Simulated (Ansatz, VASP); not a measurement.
## Hf: VASP beside Ansatz

The input INCAR:

```
ALGO = Normal ; EDIFF = 1E-6
ENCUT = 520 ; GGA = RP
ISIF = 2 ; ISMEAR = -1
LASPH = T ; LCHARG = F
LREAL = F ; LWAVE = F
NBANDS = 17 ; NELM = 60
PREC = Accurate ; SIGMA = 0.1
```

KPOINTS

```
k-points
0
Gamma
  12 12 11
```

Contents of POSCAR:

```
Hf
1.0
   -3.4725771402      3.9453912208      1.5438345574
    3.9453912208     -3.4725771402      1.5438345574
    2.2078473137      2.2078473137     -0.6778747029
Hf
2
Direct
    0.0203994554      0.9796005446      0.0000000000
    0.7296005446      0.2703994554      0.5000000000
```

Input for Ansatz:

```yaml
crystal:
  lattice:
    - [-3.4725771402, 3.9453912208, 1.5438345574]
    - [3.9453912208, -3.4725771402, 1.5438345574]
    - [2.2078473137, 2.2078473137, -0.6778747029]
  atoms:
    - { symbol: Hf, position: [0.0203994554, 0.9796005446, 0.0] }
    - { symbol: Hf, position: [0.7296005446, 0.2703994554, 0.5] }
hamiltonian:
  xc: rpbe
  pseudopotentials:
    kind: paw
    azcp:
      Hf: "pseudopotentials/Hf.paw.azcp"
basis:
  ecutwfc: 420
  fft_grid_basis: typed
kpoints:
  mp_grid: { grid: [12, 12, 11], shift: [0, 0, 0] }
magnetization:
  spin_polarized: false
scf:
  occupations: { method: fermi_dirac, width: 0.1 }
  lower_state_search: "off"
output:
  stress: true
```

Alike in both runs: task single point; functional RPBE; k mesh 12 × 12 × 11; occupations fermi-dirac, width 0.1 eV; no spin polarisation.

```csv
,VASP,Ansatz
version,VASP 6.6.1,Ansatz 0.2.0
potentials or method,"VASP PAW PBE potentials, release 64 (Hf_pv), cutoff 520 eV","plane waves (420 eV) with PAW, scalar-relativistic"
valence electrons in the cell,20,52
```

```tsv
	VASP	Ansatz	Ansatz less VASP
pressure (GPa)	-6.7	-6.3	+0.41
traceless stress, the component that is largest in VASP (GPa)	0.34	0.33	-0.012
```

VASP's potentials were made for PBE, not for RPBE. The functional is the same, so the differences come from potentials, cutoffs and numerics. VASP's potentials hold 20 valence electrons a cell and Ansatz's 52, so a difference there can come from the potentials and not from the codes.

Spin-orbit coupling is off throughout.
